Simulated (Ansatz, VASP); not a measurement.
# Mg: VASP beside Ansatz

The input INCAR:

```
PREC = Accurate
ENCUT = 520
EDIFF = 1E-6
ISMEAR = -1
SIGMA = 0.08
LREAL = False
LASPH = True
NELM = 80
ALGO = Normal
ISIF = 2
LWAVE = False
LCHARG = True
GGA = PE
LELF = True
LVHAR = True
NBANDS = 7
```

The input KPOINTS:

```
regular mesh
0
Gamma
  16 16 16
```

Contents of POSCAR:

```
Mg
1.0
    0.0000000000      2.0080317254      2.0080317254
    2.0080317254      0.0000000000      2.0080317254
    2.0080317254      2.0080317254      0.0000000000
Mg
1
Direct
    0.0000000000      0.0000000000      0.0000000000
```

Input for Ansatz:

```yaml
crystal:
  lattice:
    - [0.0, 2.0080317254, 2.0080317254]
    - [2.0080317254, 0.0, 2.0080317254]
    - [2.0080317254, 2.0080317254, 0.0]
  atoms:
    - { symbol: Mg, position: [0.0, 0.0, 0.0] }
kpoints:
  mp_grid: { grid: [16, 16, 16] }
scf:
  occupations: { method: fermi_dirac, width: 0.08 }
hamiltonian:
  xc: pbe
  pseudopotentials: { kind: all_electron, lapw: { basis_error: 0.001 } }
output:
  forces: true
  stress: true
  eigenvalues: true
  populations: true
```

Change from the starting cell: volume scaled by 0.7, LAPW.

Alike in both runs: task single point; functional PBE; k mesh 16 × 16 × 16; occupations fermi-dirac, width 0.08 eV; no spin polarisation.

|  | VASP | Ansatz |
| --- | --- | --- |
| version | VASP 6.6.1 | Ansatz 0.2.0 |
| potentials or method | VASP PAW PBE potentials, release 64 (Mg), cutoff 520 eV | all-electron LAPW, scalar-relativistic |

Ansatz gave:

| Item | Value |
| --- | --- |
| pressure (GPa) | 25.0 |

**Question.** What did VASP give for the same quantities?

**Answer.** Pressure (GPa): 25.2.

Ansatz ran all-electron here, and VASP with PAW potentials.
